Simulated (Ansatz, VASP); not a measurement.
# Cd in VASP and in Ansatz

```
Cd
1.0
     3.01901    0.00000    0.00000
    -1.50951    2.61454    0.00000
     0.00000    0.00000   11.66458
Cd
4
Direct
  0.00000 0.00000 0.50000
  0.00000 0.00000 0.00000
  0.33333 0.66667 0.75000
  0.66667 0.33333 0.25000
```

Alike in both runs: functional PBE; k mesh 18 × 18 × 6; occupations gaussian, width 0.1 eV; no spin polarisation.

Ansatz relaxed the structure, and its values are those at the end. VASP's run is a single point on that final structure, the one shown.

```csv
,VASP,Ansatz
version,VASP 6.6.1,Ansatz 0.2.0
potentials or method,"VASP PAW PBE potentials, release 64 (Cd), cutoff 520 eV","scalar-relativistic, plane waves, PAW"
valence electrons in the cell,48,80
```

Ansatz gave:

```
gap on the k mesh at the Fermi level (eV) : none
pressure (GPa)                            : 0.0
```

**Question.** Estimate VASP's values.

**Answer.** gap on the k mesh at the Fermi level (eV): none; pressure (GPa): 0.3.

A gap of «none» marks a metal or a gap that the smearing closes. VASP's potentials hold 48 valence electrons a cell and Ansatz's 80, so a difference there can come from the potentials and not from the codes.
